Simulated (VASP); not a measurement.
A run of VASP 6.6.1 is set up as follows.

The input INCAR:

```
SYSTEM = Sn
PREC = Accurate
ENCUT = 520
EDIFF = 1E-7
ISMEAR = 0
SIGMA = 0.05
LREAL = .False.
LASPH = .True.
NELM = 60
ALGO = Normal
ISIF = 2
LWAVE = .False.
LCHARG = .False.
GGA = PE
NBANDS = 13
```

KPOINTS

```
Automatic mesh
0
Gamma
  7 7 8
  0 0 0
```

Contents of POSCAR:

```
Sn
1.0
   -1.6657680000      1.7656330000      2.2958090000
    1.7444190000     -1.7990580000      2.3792620000
    1.6823800000      1.8152120000     -2.3211890000
Sn
1
Direct
   -0.0049540000     -0.0116520000     -0.0033020000
```

Potentials or basis: VASP PAW PBE potentials, release 64 (Sn_d).

Command:

```bash
$ cat potpaw_PBE.64/Sn_d/POTCAR > POTCAR
$ mpirun -np 1 vasp_std > vasp.out
```

(1) Estimate the band gap on the k mesh.

(2) Predict the pressure.

Results:

(1) zero (band 7 reaches 14.27 eV, above the bottom of band 8 at 5.77 eV).

(2) -0.8 GPa.

Caveat: spin-orbit coupling is left out, which moves the levels of the heavy elements.
